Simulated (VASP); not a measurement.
Wanted: the native input for a VASP 6.6.1 run.

* Task: relaxation of cell and atoms
* Functional: PBE
* Potentials or basis: VASP PAW PBE potentials, release 64 (Hf_pv, Si, O)
* Cutoff: 600 eV
* k mesh: 8 × 8 × 8
* Occupations: gaussian, width 0.02 eV
* Spin: no spin polarisation
* Dipole correction: no
* Further INCAR settings: ALGO = Normal; EDIFF = 1e-07; IBRION = 2; EDIFFG = -0.01; NSW = 100; ISIF = 3

The structure of HfSiO4 lies in POSCAR:

```
HfSiO4
1.0
    0.0000000000      3.4054859027      3.9923174023
    2.5742614674      0.0000000000      3.9923174023
    2.5742614674      3.4054859027      0.0000000000
Hf Si O
1 1 4
Direct
    0.7500000000      0.7500000000      0.7500000000
    0.5000000000      0.5000000000      0.5000000000
    0.7449694530      0.2550305470      0.7449694530
    0.2550305470      0.7449694530      0.2550305470
    0.7125998746      0.7125998746      0.2874001254
    0.2874001254      0.2874001254      0.7125998746
```

The cell was built from a structure type or drawn by symmetry, and may not be a known phase.

One way to write it, as run:

INCAR

```
PREC = Accurate
ENCUT = 600
EDIFF = 1E-7
ISMEAR = 0
SIGMA = 0.02
LREAL = False
LASPH = True
NELM = 100
ALGO = Normal
ISIF = 3
LWAVE = False
LCHARG = False
GGA = PE
IBRION = 2
NSW = 100
EDIFFG = -0.01
```

KPOINTS

```
regular mesh
0
Gamma
  8 8 8
```

Potentials or basis: VASP PAW PBE potentials, release 64 (Hf_pv, Si, O).

Launch:

```bash
$ cat potpaw_PBE.64/Hf_pv/POTCAR potpaw_PBE.64/Si/POTCAR potpaw_PBE.64/O/POTCAR > POTCAR
$ mpirun -np 1 vasp_std > vasp.out
```

It gave:

* Relaxed volume: 11.51 Å³/atom
* Relaxed cell: a = 5.218 Å, b = 4.688 Å, c = 4.284 Å, α = 70.96°, β = 58.13°, γ = 50.91°
* Space group after relaxing (to 0.1 Å): F222 (No. 22)
* Energy gained by relaxing: 1.1 meV/atom
* Ionic steps: 17
* Pressure after relaxing: 0.0 GPa
* Largest force after relaxing: 0.006 eV/Å
* Band gap on the k mesh: 0.97 eV

Caveat: spin-orbit coupling is left out, which moves the levels of the heavy elements.

Run time: 14 min on 1 thread of Intel(R) Xeon(R) 6975P-C (Granite Rapids) (shared host), peak memory 0.37 GiB.
